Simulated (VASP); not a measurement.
Set up this calculation in VASP 6.6.1, as the native input.

```yaml
Task: single point
Functional: PBE
Dispersion: D3(BJ)
Potentials_or_basis: VASP PAW PBE potentials, release 64 (Sb)
Cutoff: 520 eV
k_mesh: 8 × 8 × 8
Occupations: fermi-dirac, width 0.1 eV
Spin: no spin polarisation
Dipole_correction: no
Further_INCAR_settings: ALGO = Normal; EDIFF = 1e-06; NBANDS = 12
```

The structure of Sb lies in POSCAR:

```
Sb
1.0
    2.1591241463      1.2465709071      3.6890360988
   -2.1591241463      1.2465709071      3.6890360988
    0.0000000000     -2.4931418141      3.6890360988
Sb
2
Direct
    0.2359880504      0.2359880504      0.2359880504
    0.7640119496      0.7640119496      0.7640119496
```

These files were run (other wordings do the same):

INCAR

```
ALGO = Normal
EDIFF = 1E-6
ENCUT = 520
GGA = PE
ISIF = 2
ISMEAR = -1
IVDW = 12
LASPH = True
LCHARG = False
LREAL = False
LWAVE = False
NBANDS = 12
NELM = 60
PREC = Accurate
SIGMA = 0.1
```

KPOINTS

```
k-points
0
Gamma
  8 8 8
```

Potentials or basis: VASP PAW PBE potentials, release 64 (Sb).

Command:

```console
$ cat potpaw_PBE.64/Sb/POTCAR > POTCAR
$ mpirun -np 1 vasp_std > vasp.out
```

It gave:

The pressure is 0.1 GPa and the largest force is 0.041 eV/Å. The band gap on the k mesh is zero (bands 5 and 6 overlap by 0.24 eV). The dispersion energy per atom is -0.479 eV.

Caveat: spin-orbit coupling is left out, which moves the levels of the heavy elements.

Wall time 35 s on 1 thread of Intel(R) Xeon(R) Platinum 8124M CPU @ 3.00GHz (Skylake/Cascade Lake) (shared host), peak memory 0.23 GiB.
